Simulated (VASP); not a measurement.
CO2: single point with PBEsol

Crystal: CO2.

```xyz
6
Lattice="-2.0097 2.0097 2.9898 2.0097 -2.0097 2.9898 2.0097 2.0097 -2.9898" Properties=species:S:1:pos:R:3 pbc="T T T"
C     0.0000    2.0097    1.4949
C     0.0000    0.0000    0.0000
O    -1.0049    1.3782    2.2423
O     3.0146    0.6315   -0.7474
O     0.6315    1.0049    0.7474
O     1.3782    1.0049    3.7372
```

```json
{
  "Program": "VASP 6.6.1",
  "Task": "single point",
  "Functional": "PBEsol",
  "Potentials or basis": "VASP PAW PBE potentials, release 64 (C, O)",
  "Cutoff": "520 eV",
  "k mesh": "8 × 8 × 8",
  "Occupations": "gaussian, width 0.02 eV",
  "Spin": "no spin polarisation",
  "Dipole correction": "no",
  "Further INCAR settings": "ALGO = Normal; EDIFF = 1e-06; NBANDS = 25"
}
```

The pressure is -6.0 GPa, the largest force is 0.084 eV/Å and the band gap on the k mesh is 7.50 eV (least direct gap 7.97 eV).

Forces in eV/Å, atoms in the order of the input:
```
C    0.000  0.000  0.000
C    0.000  0.000  0.000
O    0.000 -0.084  0.000
O    0.000  0.084  0.000
O    0.084  0.000  0.000
O   -0.084  0.000  0.000
```

Stress tensor (GPa, compression positive):
```
-5.93  0.00  0.00
 0.00 -5.93  0.00
 0.00  0.00 -6.18
```

Levels at points of the mesh, in eV from the valence-band top:
```tsv
k point	band 13	band 14	band 15	band 16	band 17	band 18	band 19	band 20
(0.00, 0.00, 0.00)	-1.07	-0.97	-0.97	-0.52	7.50	8.90	9.01	9.01
(0.50, 0.00, 0.00)	-1.73	-1.36	-0.44	0.00	8.03	9.23	9.35	10.18
(0.50, 0.50, 0.00)	-0.72	-0.72	-0.46	-0.46	8.65	8.65	9.74	9.74
(0.50, 0.50, 0.50)	-2.85	-2.85	0.00	0.00	8.86	8.86	10.37	10.37
```

Run time: 26 s on 1 thread of Intel(R) Xeon(R) 6975P-C (Granite Rapids), with other jobs on the host, peak memory 0.19 GiB.

Caveat: the cell stands under tension; the PAW data sets were made with another functional, which shifts forces and pressure a little. A k mesh can miss the band edges.
